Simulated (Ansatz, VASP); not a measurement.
One calculation of Al, two programs

INCAR

```
ALGO = Fast
EDIFF = 1E-6
ENCUT = 520
GGA = PE
ISIF = 2
ISMEAR = 0
LASPH = True
LCHARG = False
LREAL = False
LWAVE = False
NBANDS = 8
NELM = 60
PREC = Accurate
SIGMA = 0.15
```

File KPOINTS:

```
k-points
0
Gamma
  20 20 20
```

Contents of POSCAR:

```
Al
1.0
   -1.5892038109      1.8156552445      1.6175102401
    1.5892038109     -1.8156552445      1.6175102401
    1.4193652357      1.6458166693     -1.6175102401
Al
1
Direct
    0.0000000000      0.0000000000      0.0000000000
```

Input for Ansatz:

```yaml
crystal:
  lattice:
    - [-1.5892038109, 1.8156552445, 1.6175102401]
    - [1.5892038109, -1.8156552445, 1.6175102401]
    - [1.4193652357, 1.6458166693, -1.6175102401]
  atoms:
    - { symbol: Al, position: [0.0, 0.0, 0.0] }
basis:
  ecutwfc: 420
kpoints:
  mp_grid: { grid: [20, 20, 20] }
hamiltonian:
  xc: pbe
scf:
  occupations: { method: gaussian, width: 0.15 }
output:
  forces: true
  stress: true
  eigenvalues: true
```

Change from the starting cell: engineering shear strain xy -0.1050, strain +e along x and -e along y -0.0700.

Alike in both runs: task single point; functional PBE; k mesh 20 × 20 × 20; occupations gaussian, width 0.15 eV; no spin polarisation.

|  | VASP | Ansatz |
| --- | --- | --- |
| version | VASP 6.6.1 | Ansatz 0.2.0 |
| potentials or method | VASP PAW PBE potentials, release 64 (Al), cutoff 520 eV | scalar-relativistic, plane waves, PAW |
| valence electrons in the cell | 3 | 3 |

|  | VASP | Ansatz | Ansatz less VASP |
| --- | --- | --- | --- |
| gap on the k mesh at the Fermi level (eV) | none | none | - |
| pressure (GPa) | 1.3 | 1.3 | +0.02 |
| traceless stress, the component that is largest in VASP (GPa) | 4.21 | 4.22 | +0.013 |

A gap of «none» marks a metal or a gap that the smearing closes.
